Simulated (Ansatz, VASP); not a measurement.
# One calculation of TaNb2O5, two programs

```
Ta Nb O
1.0
     4.73162   -2.07390    0.00751
     4.73162    2.07390    0.00751
    -4.30439    0.00000    4.84377
Ta Nb O
1 2 5
Cartesian
  0.0263 0.0000 0.1912
  5.8815 0.0000 1.8881
  -0.7483 0.0000 2.8028
  0.3908 0.0000 4.7972
  1.3070 0.0000 1.8943
  4.0818 0.0000 3.1389
  -2.6981 0.0000 3.7224
  7.6753 0.0000 0.9928
```

Change from the starting cell: the structure that the rattled cell fell into.

Alike in both runs: functional PBE; k mesh 8 × 8 × 6; occupations gaussian, width 0.1 eV; no spin polarisation.

Ansatz relaxed the structure, and its values are those at the end. VASP's run is a single point on that final structure, the one shown.

|  | VASP | Ansatz |
| --- | --- | --- |
| version | VASP 6.6.1 | Ansatz 0.2.0 |
| potentials or method | VASP PAW PBE potentials, release 64 (Ta_pv, Nb_sv, O), cutoff 520 eV | scalar-relativistic, plane waves, PAW |
| valence electrons in the cell | 67 | 69 |

VASP gave:

| Item | Value |
| --- | --- |
| gap on the k mesh at the Fermi level (eV) | none |
| pressure (GPa) | 0.1 |
| rms of the force components (eV/Å) | 0.029 |

Q: Which values does Ansatz return?

A: gap on the k mesh at the Fermi level (eV): none; pressure (GPa): 0.0; rms of the force components (eV/Å): 0.001.

A gap of «none» marks a metal or a gap that the smearing closes. The functional is the same, so the differences come from potentials, cutoffs and numerics. VASP's potentials hold 67 valence electrons a cell and Ansatz's 69, so a difference there can come from the potentials and not from the codes.

Spin-orbit coupling is off throughout.
